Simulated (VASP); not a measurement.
# Si (Fd-3m) in VASP: a series of runs, part 2 of 2

VASP 6.6.1. Earlier steps stand in the parts before.

## Step 4: Single point, PBE

This run uses another cell than the first one, of 20.02 Å³/atom, 0.926 times its volume.

The input, INCAR:

```
SYSTEM = Si
PREC     = Accurate       ! precision mode
ENCUT    = 500            ! plane-wave cutoff, eV
EDIFF    = 1E-6           ! SCF threshold, eV
ISMEAR   = 0              ! smearing method
SIGMA    = 0.01           ! smearing width, eV
LREAL    = .FALSE.        ! projectors in reciprocal space
LASPH    = .TRUE.         ! aspherical terms in the spheres
NELM     = 120            ! most SCF steps
ALGO     = Normal         ! electronic algorithm
ISIF     = 2              ! what is computed and relaxed
LWAVE    = .FALSE.        ! write WAVECAR
LCHARG   = .FALSE.        ! write CHGCAR
GGA      = PE             ! functional
NBANDS   = 11             ! bands
GGA_COMPAT= .FALSE.
```

The input, KPOINTS:

```
regular mesh
0
G
  5 5 5
  0 0 0
```

The input, POSCAR:

```
Si
1.0
    0.0000000000      2.7155000000      2.7155000000
    2.7155000000      0.0000000000      2.7155000000
    2.7155000000      2.7155000000      0.0000000000
Si
2
Direct
    0.0000000000      0.0000000000      0.0000000000
    0.2500000000      0.2500000000      0.2500000000
```

Potentials or basis: VASP PAW PBE potentials, release 64 (Si).

Run with:

```
cat potpaw_PBE.64/Si/POTCAR > POTCAR
mpirun -np 1 vasp_std > vasp.out
```

OUTCAR:

```text
SYSTEM = Si
   PREC = Accurate
   ENCUT = 500
   EDIFF = 1E-6
   ISMEAR = 0
   LREAL = .FALSE.
   LASPH = .TRUE.
   NELM = 120
   ISIF = 2
   GGA = PE

 ion  position               nearest neighbor table
   1  0.000  0.000  0.000-   2 2.35   2 2.35   2 2.35   2 2.35
   2  0.250  0.250  0.250-   1 2.35   1 2.35   1 2.35   1 2.35

  LATTYP: Found a face centered cubic cell.
 ALAT       =     5.4310000000

  Lattice vectors:

 A1 = (   0.0000000000,   2.7155000000,   2.7155000000)
 A2 = (   2.7155000000,   0.0000000000,   2.7155000000)
 A3 = (   2.7155000000,   2.7155000000,   0.0000000000)

Analysis of symmetry for initial positions (statically):
=====================================================================
 Subroutine PRICEL returns:
 Original cell was already a primitive cell.

 Routine SETGRP: Setting up the symmetry group for a
 face centered cubic supercell.

 Subroutine GETGRP returns: Found 48 space group operations
 (whereof 24 operations were pure point group operations)
 out of a pool of 48 trial point group operations.

The static configuration has the point symmetry T_d .
 The point group associated with its full space group is O_h .

Analysis of symmetry for dynamics (positions and initial velocities):
=====================================================================
 Subroutine PRICEL returns:
 Original cell was already a primitive cell.

 Routine SETGRP: Setting up the symmetry group for a
 face centered cubic supercell.

 Subroutine GETGRP returns: Found 48 space group operations
 (whereof 24 operations were pure point group operations)
 out of a pool of 48 trial point group operations.

The dynamic configuration has the point symmetry T_d .
 The point group associated with its full space group is O_h .

 Subroutine INISYM returns: Found 48 space group operations
 (whereof 24 operations are pure point group operations),
 and found     1 'primitive' translations

----------------------------------------------------------------------------------------

                                     Primitive cell
[... 104 lines left out ...]
   IVDW    =     0    specifies the selected vdW correction
   LEPSILON=     F    determine dielectric tensor
   LRPA    =     F    only Hartree local field effects (RPA)
 non-spin polarized calculation
 Gauss-broadening in eV      SIGMA  =   0.01
  energy-cutoff  :      500.00
  volume of cell :       40.05
 maximum number of plane-waves:      1031
   NGX = 13   NGY = 13   NGZ = 13

 number of electron       8.0000001 magnetization

 Free energy of the ion-electron system (eV)
  ---------------------------------------------------
  ext. energy  EPLUGINS =         0.00000000
  ---------------------------------------------------
  free energy    TOTEN  =       -10.78048560 eV

  energy without entropy =      -10.78048560  energy(sigma->0) =      -10.78048560

 E-fermi :   5.9067     XC(G=0):  -9.3976

 val. band max:        5.8427390510   @ k =   0.0000   0.0000   0.0000
 cond. band min:       6.4175002031   @ k =   0.4000   0.4000   0.0000
 fundamental gap:      0.5747611520
 Fermi energy:         5.9067362247

 k-point     1 :       0.0000    0.0000    0.0000
  band No.  band energies     occupation
      1      -6.1172      2.00000
      2       5.8427      2.00000
      3       5.8427      2.00000
      4       5.8427      2.00000
      5       8.4007      0.00000
      6       8.4007      0.00000
      7       8.4007      0.00000
      8       9.2160      0.00000
      9      13.5533      0.00000
     10      13.5533      0.00000
     11      13.8005      0.00000
[... 113 lines left out ...]
 k-point    10 :      -0.4000    0.4000    0.2000
  band No.  band energies     occupation
      1      -2.9648      2.00000
      2      -0.7162      2.00000
      3       1.8618      2.00000
      4       2.8491      2.00000
      5       9.2335      0.00000
      6       9.6069      0.00000
      7      10.2734      0.00000
      8      13.6270      0.00000
      9      14.2984      0.00000
     10      16.0387      0.00000
     11      19.1352      0.00000

------------------------ aborting loop because EDIFF is reached ----------------------------------------

  FORCE on cell =-STRESS in cart. coord.  units (eV):
  Direction    XX          YY          ZZ          XY          YZ          ZX
  --------------------------------------------------------------------------------------
  -------------------------------------------------------------------------------------
  Total        0.5365128      0.5365128      0.5365128      0.0000000      0.0000000     -0.0000000
  in kB       21.4640286     21.4640286     21.4640286      0.0000000      0.0000000     -0.0000000
  external PRESSURE =      21.4640286 kB  Pullay stress =       0.0000000 kB

 VOLUME and BASIS-vectors are now :
 -----------------------------------------------------------------------------
  energy-cutoff  :      500.00
  volume of cell :       40.05
      direct lattice vectors                 reciprocal lattice vectors
     0.000000000  2.715500000  2.715500000    -0.184128153  0.184128153  0.184128153
     2.715500000  0.000000000  2.715500000     0.184128153 -0.184128153  0.184128153
     2.715500000  2.715500000  0.000000000     0.184128153  0.184128153 -0.184128153

 POSITION                                       TOTAL-FORCE (eV/Angst)
 -----------------------------------------------------------------------------------
      0.00000      0.00000      0.00000        -0.000000     -0.000000     -0.000000
      1.35775      1.35775      1.35775         0.000000      0.000000      0.000000
 -----------------------------------------------------------------------------------
    total drift:                                0.000000      0.000000      0.000000

  FREE ENERGIE OF THE ION-ELECTRON SYSTEM (eV)
  ---------------------------------------------------
  free  energy   TOTEN  =       -10.7804855958 eV

  energy  without entropy=      -10.7804855958  energy(sigma->0) =      -10.78048560
```

OSZICAR:

```text
N       E                     dE             d eps       ncg     rms          rms(c)
DAV:   1     0.538397601434E+01    0.53840E+01   -0.28835E+03   220   0.523E+02
DAV:   2    -0.104261347988E+02   -0.15810E+02   -0.15009E+02   298   0.863E+01
DAV:   3    -0.109655789144E+02   -0.53944E+00   -0.53802E+00   273   0.123E+01
DAV:   4    -0.109698809730E+02   -0.43021E-02   -0.43016E-02   244   0.139E+00
DAV:   5    -0.109699260521E+02   -0.45079E-04   -0.45079E-04   267   0.134E-01    0.492E+00
DAV:   6    -0.108386510273E+02    0.13128E+00   -0.74415E-02   241   0.112E+00    0.300E+00
DAV:   7    -0.107787759345E+02    0.59875E-01   -0.14406E-01   238   0.168E+00    0.190E-01
DAV:   8    -0.107802276990E+02   -0.14518E-02   -0.62272E-03   238   0.430E-01    0.803E-02
DAV:   9    -0.107804581266E+02   -0.23043E-03   -0.22080E-04   255   0.898E-02    0.597E-02
DAV:  10    -0.107804849626E+02   -0.26836E-04   -0.23241E-05   269   0.278E-02    0.580E-03
DAV:  11    -0.107804855958E+02   -0.63324E-06   -0.21477E-06   255   0.747E-03
   1 F= -.10780486E+02 E0= -.10780486E+02  d E =-.221043E-21
```

Run time: 2.9 s. Hardware: 1 thread of Intel Xeon Platinum 8488C (Sapphire Rapids), shared host; peak memory 0.14 GiB.

Results:

```yaml
Free_energy: -10.7805 eV
Pressure: 2.1 GPa
Band_gap_on_the_k_mesh: 0.57 eV, indirect (least direct gap 2.56 eV)
```

Levels at points of the mesh, in eV from the valence-band top:
| k point | band 1 | band 2 | band 3 | band 4 | band 5 | band 6 | band 7 | band 8 | band 9 |
| --- | --- | --- | --- | --- | --- | --- | --- | --- | --- |
| (0.00, 0.00, 0.00) | -11.96 | 0.00 | 0.00 | 0.00 | 2.56 | 2.56 | 2.56 | 3.37 | 7.71 |

## Step 5: Summary

```csv
cell,k mesh,gap on the mesh (eV),pressure (GPa)
"a = 3.940 Å, angles 60.0°, 2 atoms",3 × 3 × 3,0.80,-2.9
"a = 3.788 Å, angles 60.0°, 2 atoms",4 × 4 × 4,0.61,7.0
"a = 3.840 Å, angles 60.0°, 2 atoms",5 × 5 × 5,0.57,2.1
```

Alike in all rows: task single point; level PBE; potentials or basis VASP PAW PBE potentials, release 64 (Si); no spin polarisation; cutoff (eV) 500; smearing gaussian 0.01 eV.

Caveats: some runs use coarse meshes.

Total energies depend on the potentials used, so only differences within one code and one set of settings carry meaning.
